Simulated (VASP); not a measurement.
# Zr3O (I4/mmm) in VASP: single point with r2SCAN

Aim: the single point of Zr3O with r2SCAN.

Program: VASP 6.6.1. These are calculated values, not measurements. Logs are shortened: lines on timing, memory, paths and dates and some standing lists are left out, and cuts for length are marked.

### Step 1. The cell of the first run

Symmetry: I4/mmm, No. 139, tetragonal system. The conventional cell has a = 3.711 Å, b = 3.711 Å, c = 10.744 Å, α = 90.00°, β = 90.00°, γ = 90.00°. Zr (site symmetry 4/mmm) has 4 O at 2.62 Å and 8 Zr at 3.26 Å within 3.5 Å. Within 3.5 Å of Zr (site symmetry -4m2) lie 8 Zr at 2.62 to 3.26 Å and 4 O at 3.26 Å. Within 3.5 Å of O (site symmetry 4/mmm) lie 12 Zr at 2.62 to 3.26 Å.

### Step 2. Single point, r2SCAN

Contents of POSCAR:

```
Zr3O
1.0
   -1.8555663811      1.8555663811      5.3721995137
    1.8555663811     -1.8555663811      5.3721995137
    1.8555663811      1.8555663811     -5.3721995137
Zr O
3 1
Direct
    0.5000000000      0.5000000000      0.0000000000
    0.2500000000      0.7500000000      0.5000000000
    0.7500000000      0.2500000000      0.5000000000
    0.0000000000      0.0000000000      0.0000000000
```

Contents of INCAR.step1:

```
PREC = Accurate
ENCUT = 520
ISMEAR = 0
SIGMA = 0.1
LREAL = False
LASPH = True
NELM = 60
NBANDS = 29
GGA = PE
ALGO = Normal
EDIFF = 1E-4
LWAVE = True
LCHARG = False
```

Contents of INCAR.step2:

```
PREC = Accurate
ENCUT = 520
EDIFF = 1E-7
ISMEAR = 0
SIGMA = 0.1
LREAL = False
LASPH = True
NELM = 60
ALGO = Normal
ISIF = 2
LWAVE = False
LCHARG = False
METAGGA = R2SCAN
LMIXTAU = True
NBANDS = 29
ISTART = 1
```

Contents of KPOINTS:

```
regular mesh
0
Gamma
  16 16 16
```

Potentials or basis: VASP PAW PBE potentials, release 64 (Zr_sv, O).

Run with:

```console
$ cat potpaw_PBE.64/Zr_sv/POTCAR potpaw_PBE.64/O/POTCAR > POTCAR
$ cp INCAR.step1 INCAR
$ mpirun -np 1 vasp_std > vasp.out
$ cp INCAR.step2 INCAR
$ mpirun -np 1 vasp_std > vasp.out
```

OUTCAR:

```text
PREC = Accurate
   ENCUT = 520
   EDIFF = 1E-7
   ISMEAR = 0
   LREAL = False
   LASPH = True
   NELM = 60
   ISIF = 2
   METAGGA = R2SCAN
   ISTART = 1

 ion  position               nearest neighbor table
   1  0.500  0.500  0.000-   4 2.62   4 2.62   4 2.62   4 2.62   3 3.26   2 3.26   3 3.26   3 3.26
                             2 3.26   2 3.26   3 3.26   2 3.26
   2  0.250  0.750  0.500-   3 2.62   3 2.62   3 2.62   3 2.62   1 3.26   1 3.26   1 3.26   1 3.26

   3  0.750  0.250  0.500-   2 2.62   2 2.62   2 2.62   2 2.62   1 3.26   1 3.26   1 3.26   1 3.26

   4  0.000  0.000  0.000-   1 2.62   1 2.62   1 2.62   1 2.62

  LATTYP: Found a body centered tetragonal cell.
 ALAT       =     3.7111327622
 C/A-ratio  =     2.8951804519

  Lattice vectors:

 A1 = (  -1.8555663811,   1.8555663811,   5.3721995137)
 A2 = (   1.8555663811,  -1.8555663811,   5.3721995137)
 A3 = (   1.8555663811,   1.8555663811,  -5.3721995137)

Analysis of symmetry for initial positions (statically):
=====================================================================
 Subroutine PRICEL returns:
 Original cell was already a primitive cell.

 Routine SETGRP: Setting up the symmetry group for a
 body centered tetragonal supercell.

 Subroutine GETGRP returns: Found 16 space group operations
 (whereof 16 operations were pure point group operations)
 out of a pool of 16 trial point group operations.

The static configuration has the point symmetry D_4h.

Analysis of symmetry for dynamics (positions and initial velocities):
=====================================================================
 Subroutine PRICEL returns:
 Original cell was already a primitive cell.

 Routine SETGRP: Setting up the symmetry group for a
 body centered tetragonal supercell.

 Subroutine GETGRP returns: Found 16 space group operations
 (whereof 16 operations were pure point group operations)
 out of a pool of 16 trial point group operations.

The dynamic configuration has the point symmetry D_4h.

 Subroutine INISYM returns: Found 16 space group operations
 (whereof 16 operations are pure point group operations),
 and found     1 'primitive' translations

----------------------------------------------------------------------------------------

                                     Primitive cell

  volume of cell :      73.9887

  direct lattice vectors                    reciprocal lattice vectors
    -1.855566381  1.855566381  5.372199514     0.000000000  0.269459506  0.093071748
     1.855566381 -1.855566381  5.372199514     0.269459506  0.000000000  0.093071748
     1.855566381  1.855566381 -5.372199514     0.269459506  0.269459506  0.000000000

  length of vectors
     5.978861163  5.978861163  5.978861163     0.285080297  0.285080297  0.381073288

  position of ions in fractional coordinates (direct lattice)
     0.500000000  0.500000000  0.000000000
     0.250000000  0.750000000  0.500000000
     0.750000000  0.250000000  0.500000000
     0.000000000  0.000000000  0.000000000

  ion indices of the primitive-cell ions
   primitive index   ion index
                 1           1
                 2           2
                 3           3
                 4           4

----------------------------------------------------------------------------------------

 KPOINTS: regular mesh

Automatic generation of k-mesh.
 Grid dimensions read from file:
 generate k-points for:   16   16   16

 Generating k-lattice:

  Cartesian coordinates                     Fractional coordinates (reciprocal lattice)
     0.000000000  0.016841219  0.005816984     0.062500000  0.000000000 -0.000000000
     0.016841219  0.000000000  0.005816984     0.000000000  0.062500000 -0.000000000
     0.016841219  0.016841219  0.000000000     0.000000000  0.000000000  0.062500000

  Length of vectors
     0.017817519  0.017817519  0.023817080

  Shift w.r.t. Gamma in fractional coordinates (k-lattice)
     0.000000000  0.000000000  0.000000000

 Subroutine IBZKPT returns following result:
 ===========================================

 Found    349 irreducible k-points:

 Following reciprocal coordinates:
            Coordinates               Weight
  0.000000  0.000000  0.000000      1.000000
  0.062500  0.000000 -0.000000      8.000000
  0.125000  0.000000 -0.000000      8.000000
  0.187500  0.000000 -0.000000      8.000000
  0.250000  0.000000 -0.000000      8.000000
  0.312500  0.000000 -0.000000      8.000000
[... 16 lines left out ...]
 -0.125000  0.062500  0.000000     16.000000
 -0.062500  0.062500  0.000000      4.000000
 [... further k-points ...]
   k-points           NKPTS =    349   k-points in BZ     NKDIM =    349   number of bands    NBANDS=     29
   number of dos      NEDOS =    301   number of ions     NIONS =      4
   total plane-waves  NPLWV = 110592
   dimension x,y,z NGX =    48 NGY =   48 NGZ =   48
   dimension x,y,z NGXF=    96 NGYF=   96 NGZF=   96
   ions per type =               3   1
   NGX,Y,Z   is equivalent  to a cutoff of  13.35, 13.35, 13.35 a.u.
   NGXF,Y,Z  is equivalent  to a cutoff of  26.69, 26.69, 26.69 a.u.
 SYSTEM =  unknown system
   PREC   = accura    normal or accurate (medium, high low for compatibility)
   ISTART =      1    job   : 0-new  1-cont  2-samecut
   ICHARG =      0    charge: 1-file 2-atom 10-const
   ISPIN  =      1    spin polarized calculation?
   LNONCOLLINEAR =      F non collinear calculations
   LSORBIT =      F    spin-orbit coupling
   LASPH  =      T    aspherical Exc in radial PAW
   ENCUT  =  520.0 eV  38.22 Ry    6.18 a.u.  11.12 11.12 11.12*2*pi/ulx,y,z
   NELM   =     60;   NELMIN=  2; NELMDL=  0     # of ELM steps
   EDIFF  = 0.1E-06   stopping-criterion for ELM
   LREAL  =      F    real-space projection
   EDIFFG = 0.1E-05   stopping-criterion for IOM
   NSW    =      0    number of steps for IOM
   IBRION =     -1    ionic relax: 0-MD 1-quasi-New 2-CG
   NFREE  =      0    steps in history (QN), initial steepest desc. (CG)
   ISIF   =      2    stress and relaxation
   ISYM   =      2    0-nonsym 1-usesym 2-fastsym
   POTIM  = 0.5000    time-step for ionic-motion
   TEBEG  =    0.0;   TEEND  =   0.0 temperature during run
   PSTRESS=    0.0 pullay stress
   NELECT =      42.0000    total number of electrons
   NUPDOWN=      -1.0000    fix difference up-down
   EMIN   =  10.00;   EMAX   =-10.00  energy-range for DOS
   EFERMI =   0.00;   METHOD = LEGACY
   ISMEAR =     0;   SIGMA  =   0.10  broadening in eV -4-tet -1-fermi 0-gaus
   EFERMI_NEDOS =   21; number of points for ismear=-14 and -15
   IALGO  =     38    algorithm
   IMIX   =      4    mixing-type and parameters
     AMIX     =   0.40;   BMIX     =  1.00
     AMIX_MAG =   1.60;   BMIX_MAG =  1.00
  volume/ion in A,a.u.               =      18.50       124.83
  Fermi-wavevector in a.u.,A,eV,Ry     =   1.355511  2.561543 24.999464  1.837409
  Thomas-Fermi vector in A             =   2.482592
   LORBIT       =      0    0 simple, 1 ext, 2 COOP (PROOUT), +10 PAW based schemes
   METAGGA = R2SCAN    functional components
   LHFCALC =     F    Hartree Fock is set to
   AEXX    =    0.0000 exact exchange contribution
   IVDW    =     0    specifies the selected vdW correction
   LEPSILON=     F    determine dielectric tensor
   LRPA    =     F    only Hartree local field effects (RPA)
 non-spin polarized calculation
 Gauss-broadening in eV      SIGMA  =   0.10
  energy-cutoff  :      520.00
  volume of cell :       73.99
 maximum number of plane-waves:      2008
 NGX is ok and might be reduce to    48
   NGX = 23   NGY = 23   NGZ = 23

 number of electron      41.9999999 magnetization

 Free energy of the ion-electron system (eV)
  ---------------------------------------------------
  ext. energy  EPLUGINS =         0.00000000
  ---------------------------------------------------
  free energy    TOTEN  =       -73.86655958 eV

  energy without entropy =      -73.84242654  energy(sigma->0) =      -73.85449306

 E-fermi :   8.9532     XC(G=0): -12.0056

 val. band max:        8.9521237494   @ k =  -0.1875   0.3125   0.0625
 cond. band min:       8.9539171626   @ k =  -0.0625   0.0625   0.0000
 fundamental gap:      0.0017934133
 Fermi energy:         8.9532374901

 k-point     1 :       0.0000    0.0000    0.0000
  band No.  band energies     occupation
      1     -42.1921      2.00000
      2     -41.2106      2.00000
      3     -40.3454      2.00000
      4     -19.5320      2.00000
      5     -19.5320      2.00000
      6     -19.5059      2.00000
[... 21 lines left out ...]
     28      12.4993      0.00000
     29      12.6676      0.00000

 k-point     2 :       0.0625    0.0000   -0.0000
  band No.  band energies     occupation
      1     -42.1917      2.00000
      2     -41.2026      2.00000
      3     -40.3540      2.00000
      4     -19.5395      2.00000
      5     -19.5324      2.00000
      6     -19.5109      2.00000
[... 21 lines left out ...]
     28      12.3327      0.00000
     29      12.7486      0.00000

 k-point     3 :       0.1250    0.0000   -0.0000
  band No.  band energies     occupation
      1     -42.1906      2.00000
      2     -41.1789      2.00000
      3     -40.3794      2.00000
      4     -19.5590      2.00000
      5     -19.5324      2.00000
      6     -19.5097      2.00000
[... 21 lines left out ...]
     28      11.9386      0.00000
     29      12.9368      0.00000

 k-point     4 :       0.1875    0.0000   -0.0000
  band No.  band energies     occupation
      1     -42.1889      2.00000
      2     -41.1403      2.00000
      3     -40.4205      2.00000
      4     -19.5869      2.00000
      5     -19.5309      2.00000
      6     -19.4949      2.00000
[... 597 lines left out ...]
     28      12.1495      0.00000
     29      13.0991      0.00000

 k-point    23 :      -0.1250    0.0625    0.0000
  band No.  band energies     occupation
      1     -42.1903      2.00000
      2     -41.1713      2.00000
      3     -40.3872      2.00000
      4     -19.5572      2.00000
      5     -19.5403      2.00000
      6     -19.5341      2.00000
[... 21 lines left out ...]
     28      11.8610      0.00000
     29      12.9432      0.00000

 k-point    24 :      -0.0625    0.0625    0.0000
  band No.  band energies     occupation
      1     -42.1914      2.00000
      2     -41.1947      2.00000
      3     -40.3623      2.00000
      4     -19.5385      2.00000
      5     -19.5372      2.00000
      6     -19.5261      2.00000
[... 21 lines left out ...]
     28      12.2086      0.00000
     29      12.7934      0.00000

 [... further k-points ...]

------------------------ aborting loop because EDIFF is reached ----------------------------------------

  FORCE on cell =-STRESS in cart. coord.  units (eV):
  Direction    XX          YY          ZZ          XY          YZ          ZX
  --------------------------------------------------------------------------------------
  -------------------------------------------------------------------------------------
  Total        0.0863906      0.0863906     -0.0039054      0.0000000      0.0000000      0.0000000
  in kB        1.8707346      1.8707346     -0.0845688      0.0000000      0.0000000      0.0000000
  external PRESSURE =       1.2189668 kB  Pullay stress =       0.0000000 kB

 VOLUME and BASIS-vectors are now :
 -----------------------------------------------------------------------------
  energy-cutoff  :      520.00
  volume of cell :       73.99
      direct lattice vectors                 reciprocal lattice vectors
    -1.855566381  1.855566381  5.372199514     0.000000000  0.269459506  0.093071748
     1.855566381 -1.855566381  5.372199514     0.269459506  0.000000000  0.093071748
     1.855566381  1.855566381 -5.372199514     0.269459506  0.269459506  0.000000000

 POSITION                                       TOTAL-FORCE (eV/Angst)
 -----------------------------------------------------------------------------------
      0.00000      0.00000      5.37220         0.000000     -0.000000      0.000000
      1.85557      0.00000      2.68610        -0.000000     -0.000000     -0.000000
      0.00000      1.85557      2.68610         0.000000      0.000000      0.000000
      0.00000      0.00000      0.00000         0.000000     -0.000000      0.000000
 -----------------------------------------------------------------------------------
    total drift:                                0.000000     -0.000000      0.000000

  FREE ENERGIE OF THE ION-ELECTRON SYSTEM (eV)
  ---------------------------------------------------
  free  energy   TOTEN  =       -73.8665595780 eV

  energy  without entropy=      -73.8424265424  energy(sigma->0) =      -73.85449306
```

Run time: 2.1 h. Hardware: 1 thread of Intel Xeon 6975P-C (Granite Rapids), shared host; peak memory 0.79 GiB.

What came out:

```yaml
Free_energy: -73.8666 eV
Pressure: 0.1 GPa
Band_gap_on_the_k_mesh: zero (bands 21 and 22 overlap by 1.75 eV)
```

Caveat: the PAW data sets were made with another functional, which shifts forces and pressure a little.
